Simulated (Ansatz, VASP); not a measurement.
SiC in VASP and in Ansatz

The input INCAR:

```
  ALGO = Normal
  EDIFF = 1E-6
  ENCUT = 600
  GGA = LIBXC
  GGA_COMPAT = False
  ISIF = 2
  ISMEAR = -1
  LASPH = True
  LCHARG = True
  LELF = True
  LIBXC1 = GGA_X_B88
  LIBXC2 = GGA_C_PBE
  LREAL = False
  LVHAR = True
  LWAVE = False
  NBANDS = 36
  NELM = 120
  PREC = Accurate
  SIGMA = 0.05
```

Contents of KPOINTS:

```
k-points
0
Gamma
  10 10 2
```

File POSCAR:

```
SiC
1.0
    3.1357283548      0.0000000000      0.0000000000
   -1.5678641774      2.7156204146      0.0000000000
    0.0000000000      0.0000000000     15.3696281560
Si C
6 6
Direct
    0.6666666667      0.3333333333      0.4583000000
    0.3333333333      0.6666666667      0.9583000000
    0.6666666667      0.3333333333      0.7917000000
    0.3333333333      0.6666666667      0.2917000000
    0.0000000000      0.0000000000      0.6250000000
    0.0000000000      0.0000000000      0.1250000000
    0.6666666667      0.3333333333      0.3333000000
    0.3333333333      0.6666666667      0.8333000000
    0.6666666667      0.3333333333      0.6667000000
    0.3333333333      0.6666666667      0.1667000000
    0.0000000000      0.0000000000      0.5000000000
    0.0000000000      0.0000000000      0.0000000000
```

input.yaml

```yaml
crystal:
  lattice:
    - [3.1357283548, 0.0, 0.0]
    - [-1.5678641774, 2.7156204146, 0.0]
    - [0.0, 0.0, 15.369628156]
  atoms:
    - { symbol: Si, position: [0.6666666667, 0.3333333333, 0.4583] }
    - { symbol: Si, position: [0.3333333333, 0.6666666667, 0.9583] }
    - { symbol: Si, position: [0.6666666667, 0.3333333333, 0.7917] }
    - { symbol: Si, position: [0.3333333333, 0.6666666667, 0.2917] }
    - { symbol: Si, position: [0.0, 0.0, 0.625] }
    - { symbol: Si, position: [0.0, 0.0, 0.125] }
    - { symbol: C, position: [0.6666666667, 0.3333333333, 0.3333] }
    - { symbol: C, position: [0.3333333333, 0.6666666667, 0.8333] }
    - { symbol: C, position: [0.6666666667, 0.3333333333, 0.6667] }
    - { symbol: C, position: [0.3333333333, 0.6666666667, 0.1667] }
    - { symbol: C, position: [0.0, 0.0, 0.5] }
    - { symbol: C, position: [0.0, 0.0, 0.0] }
hamiltonian:
  xc: { exchange: b88, correlation: pbe }
  pseudopotentials: { kind: paw }
kpoints:
  mp_grid: { grid: [10, 10, 2] }
scf:
  occupations: { method: fermi_dirac, width: 0.05 }
output:
  forces: true
  stress: true
  eigenvalues: true
```

Alike in both runs: task single point; functional b88 exchange, pbe correlation; k mesh 10 × 10 × 2; occupations fermi-dirac, width 0.05 eV; no spin polarisation.

|  | VASP | Ansatz |
| --- | --- | --- |
| version | VASP 6.6.1 | Ansatz 0.2.0 |
| potentials or method | VASP PAW PBE potentials, release 64 (Si, C) | Ansatz PAW |
| plane-wave cutoff (eV) | 600 | 420 |
| valence electrons in the cell | 48 | 48 |

|  | VASP | Ansatz | Ansatz less VASP |
| --- | --- | --- | --- |
| gap on the k mesh at the Fermi level (eV) | 2.04 | 2.04 | +0.004 |
| least direct gap on the mesh (eV) | 3.11 | 3.12 | +0.006 |
| pressure (GPa) | -7.6 | -7.4 | +0.18 |
| traceless stress, the component that is largest in VASP (GPa) | 0.50 | 0.50 | -0.003 |
| rms of the force components (eV/Å) | 0.037 | 0.037 | 0.0000 |

VASP's potentials were made for PBE, not for b88 exchange, pbe correlation. Atom by atom the forces differ by 0.000 eV/Å (rms over components).
